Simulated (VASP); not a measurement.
Wanted: the native input for a VASP 6.6.1 run.

| Property | Result |
| --- | --- |
| Task | single point |
| Functional | LDA |
| Potentials or basis | VASP PAW LDA potentials, release 64 (Co, Si) |
| Cutoff | 520 eV |
| k mesh | 8 × 8 × 8 |
| Occupations | gaussian, width 0.1 eV |
| Spin | no spin polarisation |
| Dipole correction | no |
| Further INCAR settings | ALGO = Normal; EDIFF = 1e-06; NBANDS = 36 |

The structure of CoSi lies in POSCAR:

```
CoSi
1.0
    4.3503180116      0.0000000000      0.0000000000
    0.0000000000      4.3503180116      0.0000000000
    0.0000000000      0.0000000000      4.3503180116
Co Si
4 4
Direct
    0.1456880631      0.1456880631      0.1456880631
    0.3543119369      0.8543119369      0.6456880631
    0.6456880631      0.3543119369      0.8543119369
    0.8543119369      0.6456880631      0.3543119369
    0.8430817314      0.8430817314      0.8430817314
    0.6569182686      0.1569182686      0.3430817314
    0.3430817314      0.6569182686      0.1569182686
    0.1569182686      0.3430817314      0.6569182686
```

One way to write it, as run:

INCAR

```
  PREC = Accurate
  ENCUT = 520
  EDIFF = 1E-6
  ISMEAR = 0
  SIGMA = 0.1
  LREAL = False
  LASPH = True
  NELM = 80
  ALGO = Normal
  ISIF = 2
  LWAVE = False
  LCHARG = False
  NBANDS = 36
```

KPOINTS

```
regular mesh
0
Gamma
  8 8 8
```

Potentials or basis: VASP PAW LDA potentials, release 64 (Co, Si).

Launch:

```bash
$ cat potpaw_LDA.64/Co/POTCAR potpaw_LDA.64/Si/POTCAR > POTCAR
$ mpirun -np 1 vasp_std > vasp.out
```

Results of the run:

* Pressure: 0.4 GPa
* Largest force: 0.009 eV/Å
* Band gap on the k mesh: zero (bands 26 and 27 overlap by 0.24 eV)

Caveat: the run has no spin polarisation, though such a crystal can be magnetic.

It took 66 s on 1 thread of Intel(R) Xeon(R) Platinum 8488C (Sapphire Rapids), with other jobs on the host, peak memory 0.22 GiB.
